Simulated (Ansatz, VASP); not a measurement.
Two plane-wave programs on Sn

INCAR

```
  ALGO = Normal
  EDIFF = 1E-6
  ENCUT = 520
  GGA = PS
  ISIF = 2
  ISMEAR = -1
  LASPH = True
  LCHARG = True
  LELF = True
  LREAL = False
  LVHAR = True
  LWAVE = False
  NBANDS = 21
  NELM = 100
  PREC = Accurate
  SIGMA = 0.1
```

KPOINTS

```
k-points
0
Gamma
  13 13 7
```

Contents of POSCAR:

```
Sn
1.0
    3.3682307965      0.0000000000      0.0000000000
   -1.6841153983      2.9169734356      0.0000000000
    0.0000000000      0.0000000000      5.3447185802
Sn
2
Direct
    0.3333333333      0.6666666667      0.2500000000
    0.6666666667      0.3333333333      0.7500000000
```

Input for Ansatz:

```yaml
crystal:
  lattice:
    - [3.3682307965, 0.0, 0.0]
    - [-1.6841153983, 2.9169734356, 0.0]
    - [0.0, 0.0, 5.3447185802]
  atoms:
    - { symbol: Sn, position: [0.3333333333, 0.6666666667, 0.25] }
    - { symbol: Sn, position: [0.6666666667, 0.3333333333, 0.75] }
kpoints:
  mp_grid: { grid: [13, 13, 7] }
  band_path:
    path:
      - [0.0, 0.0, 0.0]
      - [0.5, 0.0, 0.0]
      - [0.3333333333, 0.3333333333, 0.0]
      - [0.0, 0.0, 0.0]
      - [0.0, 0.0, 0.5]
      - [0.5, 0.0, 0.5]
      - [0.3333333333, 0.3333333333, 0.5]
      - [0.0, 0.0, 0.5]
      - [0.5, 0.0, 0.5]
    npoints: 8
scf:
  occupations: { method: fermi_dirac, width: 0.1 }
hamiltonian:
  xc: pbesol
  pseudopotentials: { kind: paw }
output:
  forces: true
  stress: true
  eigenvalues: true
  populations: true
  dos: { projected: true, de: 0.2, e_range: [-14, 8] }
```

Change from the starting cell: volume scaled by 1, PAW files.

Alike in both runs: task single point; functional PBEsol; k mesh 13 × 13 × 7; occupations fermi-dirac, width 0.1 eV; no spin polarisation.

|  | VASP | Ansatz |
| --- | --- | --- |
| version | VASP 6.6.1 | Ansatz 0.2.0 |
| potentials or method | VASP PAW PBE potentials, release 64 (Sn_d) | PAW with Ansatz's default frozen-core files, scalar-relativistic |
| plane-wave cutoff (eV) | 520 | 420 |
| valence electrons in the cell | 28 | 28 |

```csv
,VASP,Ansatz,Ansatz less VASP
pressure (GPa),0.0,0.0,+0.03
```

VASP's potentials were made for PBE, not for PBEsol.
